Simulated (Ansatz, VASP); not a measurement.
**Two plane-wave programs on InSe**

```
CELL_PARAMETERS angstrom
3.96000 0.00000 0.00000
-1.98000 3.42946 0.00000
0.00000 0.00000 36.71996
ATOMIC_POSITIONS crystal
Se 0.00000 0.00000 0.42190
Se 0.00000 0.00000 0.57808
In 0.66667 0.33333 0.45946
In 0.66667 0.33333 0.54051
```

Alike in both runs: task single point; functional PBE; dispersion D3(BJ); k mesh 9 × 9 × 1; occupations gaussian, width 0.02 eV; no spin polarisation.

|  | VASP | Ansatz |
| --- | --- | --- |
| version | VASP 6.6.1 | Ansatz 0.2.0 |
| potentials or method | VASP PAW PBE potentials, release 64 (Se, In_d), cutoff 520 eV | scalar-relativistic, plane waves, PAW |
| valence electrons in the cell | 38 | 58 |

Ansatz gave:

```
gap on the k mesh at the Fermi level (eV) : 1.84
least direct gap on the mesh (eV)         : 1.84
rms of the force components (eV/Å)        : 0.206
```

Question: Estimate VASP's values.

Answer: gap on the k mesh at the Fermi level (eV): 1.83; least direct gap on the mesh (eV): 1.84; rms of the force components (eV/Å): 0.206.

VASP's potentials hold 38 valence electrons a cell and Ansatz's 58, so a difference there can come from the potentials and not from the codes. Ansatz's warnings: structure snapped to symmetry.
